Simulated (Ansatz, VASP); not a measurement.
ZnO: VASP beside Ansatz

Contents of POSCAR:

```
ZnO
1.0
    3.2493080000      0.0000000000      0.0000000000
   -1.6246540000      2.8139832727      0.0000000000
    0.0000000000      0.0000000000      5.2057090000
Zn O
2 2
Direct
    0.6666666667      0.3333333333      0.0000000000
    0.3333333333      0.6666666667      0.5000000000
    0.3333333333      0.6666666667      0.8790100000
    0.6666666667      0.3333333333      0.3790100000
```

Contents of INCAR.step1:

```
ALGO = Normal
EDIFF = 1E-5
ENCUT = 520
GGA = PE
ISIF = 2
ISMEAR = -1
LASPH = T
LCHARG = F
LREAL = F
LUSENCCL = F
LWAVE = T
NBANDS = 26
NELM = 60
PREC = Accurate
SIGMA = 0.05
```

Contents of INCAR.step2:

```
AEXX = 0.25
ALGO = Normal
EDIFF = 1E-7
ENCUT = 520
GGA = PE
HFSCREEN = 0.2078699
ISIF = 2
ISMEAR = -1
ISTART = 1
LASPH = T
LCHARG = F
LHFCALC = T
LREAL = F
LUSENCCL = F
LWAVE = F
NBANDS = 26
NELM = 60
PREC = Accurate
PRECFOCK = Normal
SIGMA = 0.05
```

The input KPOINTS:

```
k-points
0
Gamma
  5 5 3
```

input.yaml

```yaml
crystal:
  lattice:
    - [3.249308, 0.0, 0.0]
    - [-1.624654, 2.8139832727, 0.0]
    - [0.0, 0.0, 5.205709]
  atoms:
    - { symbol: Zn, position: [0.6666666667, 0.3333333333, 0.0] }
    - { symbol: Zn, position: [0.3333333333, 0.6666666667, 0.5] }
    - { symbol: O, position: [0.3333333333, 0.6666666667, 0.87901] }
    - { symbol: O, position: [0.6666666667, 0.3333333333, 0.37901] }
hamiltonian:
  xc:
    exchange: pbe
    correlation: pbe
    exx: { coeff: 0.25, omega: 0.2078699 }
  pseudopotentials: { kind: paw }
kpoints:
  mp_grid: { grid: [5, 5, 3] }
scf:
  occupations: { method: fermi_dirac, width: 0.05 }
output:
  forces: true
  stress: true
  eigenvalues: true
```

Alike in both runs: task single point; functional PBE-based screened hybrid; k mesh 5 × 5 × 3; occupations fermi-dirac, width 0.05 eV; no spin polarisation.

|  | VASP | Ansatz |
| --- | --- | --- |
| version | VASP 6.6.1 | Ansatz 0.2.0 |
| potentials or method | VASP PAW PBE potentials, release 64 (Zn, O) | Ansatz PAW |
| plane-wave cutoff (eV) | 520 | 420 |
| valence electrons in the cell | 36 | 36 |

```csv
,VASP,Ansatz,Ansatz less VASP
gap on the k mesh at the Fermi level (eV),2.48,2.53,+0.045
least direct gap on the mesh (eV),2.48,2.53,+0.045
pressure (GPa),1.8,0.5,-1.24
"traceless stress, the component that is largest in VASP (GPa)",0.93,0.88,-0.049
rms of the force components (eV/Å),0.048,0.045,-0.0024
```

VASP's potentials were made for PBE, not for PBE-based screened hybrid. Atom by atom the forces differ by 0.002 eV/Å (rms over components).

The k mesh is coarse, so the values compare programs but aren't converged. Noted on Ansatz's run: odd divisions of the mesh miss points on the zone boundary, where band edges often lie, so the gap on the mesh can be too wide.
